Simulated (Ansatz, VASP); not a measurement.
SrO: VASP beside Ansatz

The input POSCAR:

```
SrO
1.0
    0.0000000000      2.5538310262      2.5538310262
    2.5538310262      0.0000000000      2.5538310262
    2.5538310262      2.5538310262      0.0000000000
Sr O
1 1
Direct
    0.0000000000      0.0000000000      0.0000000000
    0.5000000000      0.5000000000      0.5000000000
```

INCAR.step1

```
PREC     = Accurate       # precision mode
ENCUT    = 520            # plane-wave cutoff, eV
ISMEAR   = 0              # smearing method
SIGMA    = 0.01           # smearing width, eV
LREAL    = F              # projectors in reciprocal space
LASPH    = T              # aspherical terms in the spheres
NELM     = 100            # most SCF steps
NBANDS   = 15             # bands
GGA      = PE             # functional
ALGO     = Normal         # electronic algorithm
EDIFF    = 1E-4           # SCF threshold, eV
LWAVE    = T              # write WAVECAR
LCHARG   = F              # write CHGCAR
```

The input INCAR.step2:

```
PREC     = Accurate       # precision mode
ENCUT    = 520            # plane-wave cutoff, eV
EDIFF    = 1E-6           # SCF threshold, eV
ISMEAR   = 0              # smearing method
SIGMA    = 0.01           # smearing width, eV
LREAL    = F              # projectors in reciprocal space
LASPH    = T              # aspherical terms in the spheres
NELM     = 100            # most SCF steps
ALGO     = Normal         # electronic algorithm
ISIF     = 2              # what is computed and relaxed
LWAVE    = F              # write WAVECAR
LCHARG   = T              # write CHGCAR
METAGGA  = R2SCAN         # meta-GGA
LMIXTAU  = T            
LELF     = T              # ELF
LVHAR    = T            
NBANDS   = 15             # bands
ISTART   = 1
```

Contents of KPOINTS:

```
Automatic mesh
0
Gamma
  8 8 8
```

Input for Ansatz:

```yaml
crystal:
  lattice:
    - [0.0, 2.5538310262, 2.5538310262]
    - [2.5538310262, 0.0, 2.5538310262]
    - [2.5538310262, 2.5538310262, 0.0]
  atoms:
    - { symbol: Sr, position: [0.0, 0.0, 0.0] }
    - { symbol: O, position: [0.5, 0.5, 0.5] }
kpoints:
  mp_grid: { grid: [8, 8, 8] }
hamiltonian:
  xc: r2scan
scf:
  occupations: { method: fixed }
  n_extra_bands: 4
output:
  forces: true
  stress: true
  eigenvalues: true
```

Alike in both runs: task single point; functional r2SCAN; k mesh 8 × 8 × 8; no spin polarisation.

```csv
,VASP,Ansatz
version,VASP 6.6.1,Ansatz 0.2.0
potentials or method,"VASP PAW PBE potentials, release 64 (Sr_sv, O)","plane waves, PAW"
plane-wave cutoff (eV),520,500
occupations,"gaussian, width 0.01 eV",fixed
valence electrons in the cell,16,16
```

```tsv
	VASP	Ansatz	Ansatz less VASP
gap on the k mesh at the Fermi level (eV)	3.73	3.79	+0.055
pressure (GPa)	3.7	3.1	-0.61
```

VASP's potentials were made for PBE, not for r2SCAN.
